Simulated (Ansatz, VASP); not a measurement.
## One calculation of TiC, two programs

```
Ti C
1.0
     3.02139    0.00000    0.00000
     1.51070    2.61660    0.00000
     1.51070    0.87220    2.46696
Ti C
1 1
Direct
  0.00000 0.00000 0.00000
  0.50000 0.50000 0.50000
```

Alike in both runs: task single point; functional LDA; k mesh 11 × 11 × 11; occupations fermi-dirac, width 0.05 eV; no spin polarisation.

|  | VASP | Ansatz |
| --- | --- | --- |
| version | VASP 6.6.1 | Ansatz 0.2.0 |
| potentials or method | VASP PAW LDA potentials, release 64 (Ti_sv, C) | Ansatz PAW |
| plane-wave cutoff (eV) | 520 | 420 |
| valence electrons in the cell | 16 | 16 |

|  | VASP | Ansatz | Ansatz less VASP |
| --- | --- | --- | --- |
| gap on the k mesh at the Fermi level (eV) | none | none | - |
| pressure (GPa) | -1.6 | -2.3 | -0.68 |

LDA's correlation is that of Perdew and Zunger in VASP and of Perdew and Wang (1992) in Ansatz. A gap of «none» marks a metal or a gap that the smearing closes.
